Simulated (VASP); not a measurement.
## Ir: single point with r2SCAN

Ir:

```xyz
2
Lattice="2.7514 0.0000 0.0000 -1.3757 2.3828 0.0000 0.0000 0.0000 4.4623" Properties=species:S:1:pos:R:3 pbc="T T T"
Ir    0.0000    1.5885    1.1156
Ir    1.3757    0.7943    3.3467
```

This isn't the form of Ir at room conditions, which is fcc.

- Program: VASP 6.6.1
- Task: single point
- Functional: r2SCAN
- Potentials or basis: VASP PAW PBE potentials, release 64 (Ir_sv_GW)
- Cutoff: 620 eV
- k mesh: 11 × 11 × 6
- Occupations: fermi-dirac, width 0.05 eV
- Spin: no spin polarisation

| Property | Result |
| --- | --- |
| Pressure | -9.6 GPa |
| Band gap on the k mesh | zero (bands 17 and 18 overlap by 3.18 eV) |

Stress tensor (GPa, compression positive):
```
-9.37  0.00  0.00
 0.00 -9.37  0.00
 0.00  0.00 -9.96
```

Levels at points of the mesh, in eV from the Fermi level:
| k point | band 15 | band 16 | band 17 | band 18 | band 19 | band 20 |
| --- | --- | --- | --- | --- | --- | --- |
| (0.00, 0.00, 0.00) | -3.14 | -2.36 | -2.36 | -0.68 | 0.28 | 0.28 |
| (0.00, 0.00, 0.50) | -3.91 | -3.91 | -0.47 | -0.47 | -0.47 | -0.47 |

Wall time 2.6 min on 1 thread of Intel(R) Xeon(R) Platinum 8259CL CPU @ 2.50GHz (Skylake/Cascade Lake), with other jobs on the host, peak memory 0.2 GiB.

Caveat: the cell stands under tension; the PAW data sets were made with another functional, which shifts forces and pressure a little; spin-orbit coupling is left out, which moves the levels of the heavy elements.
